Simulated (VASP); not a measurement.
KI, 4 atoms in the cell. It takes space group P6_3/mmc (No. 194, hexagonal). The conventional cell has a = 6.030 Å, b = 6.030 Å, c = 7.046 Å, α = 90.00°, β = 90.00°, γ = 120.00°. K (site symmetry -6m2) has 5 I at 3.48 to 3.52 Å within 4.6 Å. Within 4.6 Å of I (site symmetry -6m2) lie 5 K at 3.48 to 3.52 Å. 

- Program: VASP 6.6.1
- Task: single point
- Functional: PBE
- Potentials or basis: VASP PAW PBE potentials, release 64 (K_sv, I)
- Cutoff: 520 eV
- k mesh: 6 × 6 × 4
- Occupations: gaussian, width 0.01 eV
- Spin: no spin polarisation
- Dipole correction: no
- Further INCAR settings: ALGO = Normal; EDIFF = 1e-07; NBANDS = 24

Potentials or basis: VASP PAW PBE potentials, release 64 (K_sv, I).

Launch:

```sh
$ cat potpaw_PBE.64/K_sv/POTCAR potpaw_PBE.64/I/POTCAR > POTCAR
$ mpirun -np 1 vasp_std > vasp.out
```

Hardware: 1 thread of Oxide Virtual Turin-like Processor, on a shared host.

**Question.** Estimate the wall time of this run.

**Answer.** It took 2.7 min on 1 thread of Oxide Virtual Turin-like Processor, on a shared host, peak memory 0.35 GiB. Counts: scf iterations 17, k points 21.
